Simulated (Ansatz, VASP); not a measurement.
## Two plane-wave programs on Al4N5

```
CELL_PARAMETERS angstrom
3.12977 0.00000 0.00000
-1.56488 2.71046 0.00000
0.00000 0.00000 25.06215
ATOMIC_POSITIONS crystal
N 0.33333 0.66667 0.15960
N 0.66667 0.33333 0.25970
N 0.33333 0.66667 0.36206
N 0.66667 0.33333 0.46105
N 0.33333 0.66667 0.57984
Al 0.66667 0.33333 0.18332
Al 0.33333 0.66667 0.28341
Al 0.66667 0.33333 0.38142
Al 0.33333 0.66667 0.48129
```

Alike in both runs: task single point; functional PBE; k mesh 9 × 9 × 1; occupations gaussian, width 0.05 eV; collinear spin.

|  | VASP | Ansatz |
| --- | --- | --- |
| version | VASP 6.6.1 | Ansatz 0.2.0 |
| potentials or method | VASP PAW PBE potentials, release 64 (N, Al), cutoff 520 eV | scalar-relativistic, plane waves, PAW |
| valence electrons in the cell | 37 | 37 |

```tsv
	VASP	Ansatz	Ansatz less VASP
gap on the k mesh at the Fermi level (eV)	none	none	-
rms of the force components (eV/Å)	0.833	0.915	+0.0817
net moment per atom (μB)	0.26	0.33	+0.069
size of the moment on the site where the two differ most (μB)	1.57	2.03	+0.460
```

Site moments also hang on the region over which each program counts them. A gap of «none» marks a metal or a gap that the smearing closes. Ansatz's warnings: vacuum below fermi.
